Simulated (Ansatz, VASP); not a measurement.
**SnO2 in VASP and in Ansatz**

File INCAR:

```
SYSTEM = SnO2
PREC = Accurate
ENCUT = 600
EDIFF = 1E-6
ISMEAR = 0
SIGMA = 0.1
LREAL = .FALSE.
LASPH = .TRUE.
NELM = 120
ALGO = Normal
ISIF = 2
LWAVE = .FALSE.
LCHARG = .TRUE.
GGA = PS
LELF = .TRUE.
LVHAR = .TRUE.
NBANDS = 20
GGA_COMPAT = .FALSE.
```

KPOINTS

```
regular mesh
0
G
  14 14 14
  0 0 0
```

Contents of POSCAR:

```
SnO2
1.0
    0.0000000000      2.6809000005      2.6809000005
    2.6809000005      0.0000000000      2.6809000005
    2.6809000005      2.6809000005      0.0000000000
Sn O
1 2
Direct
    0.0000000000      0.0000000000      0.0000000000
    0.2500000000      0.2500000000      0.2500000000
    0.7500000000      0.7500000000      0.7500000000
```

Input for Ansatz:

```yaml
crystal:
  lattice:
    - [0.0, 2.6809000005, 2.6809000005]
    - [2.6809000005, 0.0, 2.6809000005]
    - [2.6809000005, 2.6809000005, 0.0]
  atoms:
    - { symbol: Sn, position: [0.0, 0.0, 0.0] }
    - { symbol: O, position: [0.25, 0.25, 0.25] }
    - { symbol: O, position: [0.75, 0.75, 0.75] }
basis:
  ecutwfc: 420
kpoints:
  mp_grid: { grid: [14, 14, 14] }
hamiltonian:
  xc: pbesol
scf:
  occupations: { method: gaussian, width: 0.1 }
output:
  forces: true
  stress: true
  eigenvalues: true
```

Alike in both runs: task single point; functional PBEsol; k mesh 14 × 14 × 14; occupations gaussian, width 0.1 eV; no spin polarisation.

|  | VASP | Ansatz |
| --- | --- | --- |
| version | VASP 6.6.1 | Ansatz 0.2.0 |
| potentials or method | VASP PAW PBE potentials, release 64 (Sn_d, O), cutoff 600 eV | scalar-relativistic, plane waves, PAW |
| valence electrons in the cell | 26 | 26 |

Ansatz gave:

```
gap on the k mesh at the Fermi level (eV) : none
pressure (GPa)                            : -22.3
```

Task: What did VASP give for the same quantities?

Result: gap on the k mesh at the Fermi level (eV): none; pressure (GPa): -22.2.

VASP's potentials were made for PBE, not for PBEsol. A gap of «none» marks a metal or a gap that the smearing closes. With one functional, cell and mesh, what is left measures potentials, basis and numerics.
